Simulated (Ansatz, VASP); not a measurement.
**Two plane-wave programs on HgTe**

The input INCAR:

```
SYSTEM = HgTe
  PREC = Accurate
  ENCUT = 600
  EDIFF = 1E-7
  ISMEAR = -1
  SIGMA = 0.05
  LREAL = .False.
  LASPH = .True.
  NELM = 100
  ALGO = Fast
  ISIF = 3
  LWAVE = .False.
  LCHARG = .False.
  GGA = PE
  IBRION = 2
  NSW = 40
  EDIFFG = -0.01
```

KPOINTS

```
Automatic mesh
0
Gamma
  7 7 7
  0 0 0
```

Contents of POSCAR:

```
HgTe
1.0
    0.0000000000      3.2145000000      3.2145000000
    3.2145000000      0.0000000000      3.2145000000
    3.2145000000      3.2145000000      0.0000000000
Hg Te
1 1
Direct
    0.0000000000      0.0000000000      0.0000000000
    0.7500000000      0.7500000000      0.7500000000
```

input.yaml

```yaml
crystal:
  lattice:
    - [0.0, 3.2145, 3.2145]
    - [3.2145, 0.0, 3.2145]
    - [3.2145, 3.2145, 0.0]
  atoms:
    - { symbol: Hg, position: [0.0, 0.0, 0.0] }
    - { symbol: Te, position: [0.75, 0.75, 0.75] }
hamiltonian:
  xc: pbe
  pseudopotentials: { kind: paw }
kpoints:
  mp_grid: { grid: [7, 7, 7] }
scf:
  occupations: { method: fermi_dirac, width: 0.05 }
output:
  forces: true
  stress: true
relax:
  f_tol: 0.01
  max_steps: 40
  cell: { stress_tol: 0.05 }
```

Alike in both runs: task relaxation of cell and atoms; functional PBE; k mesh 7 × 7 × 7; occupations fermi-dirac, width 0.05 eV; no spin polarisation.

|  | VASP | Ansatz |
| --- | --- | --- |
| version | VASP 6.6.1 | Ansatz 0.2.0 |
| potentials or method | VASP PAW PBE potentials, release 54 (Hg, Te) | Ansatz PAW |
| plane-wave cutoff (eV) | 600 | 420 |
| valence electrons in the cell | 18 | 36 |

|  | VASP | Ansatz | Ansatz less VASP |
| --- | --- | --- | --- |
| relaxed volume (Å³/atom) | 36.83 | 36.79 | -0.041 |
| relaxed cell length with the largest relative difference (Å) | 4.705 | 4.703 | -0.0018 |

VASP's potentials hold 18 valence electrons a cell and Ansatz's 36, so a difference there can come from the potentials and not from the codes.

Neither program's run includes spin-orbit coupling. Noted on Ansatz's run: the plane-wave basis is chosen anew once the cell has moved, so the energies of steps on either side of that aren't comparable.
